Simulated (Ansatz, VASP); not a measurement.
Ni: VASP beside Ansatz

INCAR

```
SYSTEM = Ni
  ALGO = Normal
  EDIFF = 1E-7
  ENCUT = 520
  GGA = RP
  ISIF = 2
  ISMEAR = -1
  ISPIN = 2
  LASPH = .TRUE.
  LCHARG = .FALSE.
  LMAXMIX = 4
  LORBIT = 11
  LREAL = .FALSE.
  LWAVE = .FALSE.
  MAGMOM = 0.739 0.739
  NBANDS = 21
  NELM = 150
  PREC = Accurate
  SIGMA = 0.05
```

Contents of KPOINTS:

```
k-points
0
G
  23 23 13
  0 0 0
```

The input POSCAR:

```
Ni
1.0
    2.5136489270      0.0000000000      0.0000000000
   -1.2568244635      2.1768838270      0.0000000000
    0.0000000000      0.0000000000      4.1160526146
Ni
2
Direct
    0.3333333333      0.6666666667      0.2500000000
    0.6666666667      0.3333333333      0.7500000000
```

Input for Ansatz:

```yaml
crystal:
  lattice:
    - [2.513648927, 0.0, 0.0]
    - [-1.2568244635, 2.176883827, 0.0]
    - [0.0, 0.0, 4.1160526146]
  atoms:
    - { symbol: Ni, position: [0.3333333333, 0.6666666667, 0.25], spin: 0.739 }
    - { symbol: Ni, position: [0.6666666667, 0.3333333333, 0.75], spin: 0.739 }
hamiltonian:
  xc: rpbe
  pseudopotentials:
    kind: paw
    azcp:
      Ni: "pseudopotentials/Ni.paw.azcp"
basis:
  ecutwfc: 420
  fft_grid_basis: typed
kpoints:
  mp_grid: { grid: [23, 23, 13], shift: [0, 0, 0] }
magnetization:
  spin_polarized: true
scf:
  occupations: { method: fermi_dirac, width: 0.05 }
output:
  write_density: true
  write_potential: true
  elf: true
  volumetric_format: npy
```

Alike in both runs: task single point; functional RPBE; k mesh 23 × 23 × 13; occupations fermi-dirac, width 0.05 eV; collinear spin.

|  | VASP | Ansatz |
| --- | --- | --- |
| version | VASP 6.6.1 | Ansatz 0.2.0 |
| potentials or method | VASP PAW PBE potentials, release 64 (Ni), cutoff 520 eV | plane waves (420 eV) with PAW, scalar-relativistic |
| valence electrons in the cell | 20 | 36 |

```tsv
	VASP	Ansatz	Ansatz less VASP
net moment per atom (μB)	0.64	0.67	+0.022
size of the moment on the site where the two differ most (μB)	0.66	0.71	+0.049
```

VASP's potentials were made for PBE, not for RPBE. Site moments also hang on the region over which each program counts them. VASP's potentials hold 20 valence electrons a cell and Ansatz's 36, so a difference there can come from the potentials and not from the codes.
